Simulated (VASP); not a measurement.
**ZrB2: single point with PBE**

Crystal: ZrB2.

```xyz
3
Lattice="3.1650 0.0158 0.0158 -1.5688 2.7331 0.0058 0.0176 0.0176 3.5200" Properties=species:S:1:pos:R:3 pbc="T T T"
Zr    0.0000    0.0000    0.0000
B     0.0179    1.8361    1.7691
B     1.5959    0.9304    1.7725
```

This cell differs from its parent crystal: equal xy, yz and zx shear strains of +1 %.

```
Program                : VASP 6.6.1
Task                   : single point
Functional             : PBE
Potentials or basis    : VASP PAW PBE potentials, release 64 (Zr_sv, B)
Cutoff                 : 520 eV
k mesh                 : 12 × 12 × 9
Occupations            : fermi-dirac, width 0.05 eV
Spin                   : no spin polarisation
Dipole correction      : no
Further INCAR settings : ALGO = Normal; EDIFF = 1e-07; NBANDS = 16
```

- Pressure: 2.6 GPa
- Largest force: 0.021 eV/Å
- Band gap on the k mesh: zero (bands 9 and 10 overlap by 1.24 eV)

Forces on the atoms (eV/Å):
```
Zr   0.000  0.000  0.000
B    0.021  0.001 -0.002
B   -0.021 -0.001  0.002
```

Stress tensor (GPa, compression positive):
```
 2.12 -2.61 -2.53
-2.61  2.11 -2.53
-2.53 -2.53  3.67
```

Levels at points of the mesh, in eV from the Fermi level:
| k point | band 5 | band 6 | band 7 | band 8 | band 9 | band 10 | band 11 | band 12 | band 13 | band 14 |
| --- | --- | --- | --- | --- | --- | --- | --- | --- | --- | --- |
| (0.00, 0.00, 0.00) | -12.84 | -2.79 | -2.70 | -2.65 | -2.40 | 3.31 | 3.36 | 4.12 | 4.21 | 4.76 |
| (0.50, 0.00, 0.00) | -9.07 | -8.64 | -4.00 | -3.09 | -2.75 | 2.21 | 2.30 | 4.84 | 5.03 | 6.44 |
| (0.00, 0.50, 0.00) | -9.07 | -8.59 | -3.98 | -3.15 | -2.78 | 2.17 | 2.24 | 4.84 | 5.00 | 6.49 |
| (0.50, 0.50, 0.00) | -9.07 | -8.54 | -3.97 | -3.21 | -2.81 | 2.14 | 2.19 | 4.88 | 4.94 | 6.54 |

Run time: 5.4 min on 1 thread of Intel Xeon 8259CL, on a shared host, peak memory 0.4 GiB.

Caveat: the cell differs from its parent crystal (equal xy, yz and zx shear strains of +1 %).
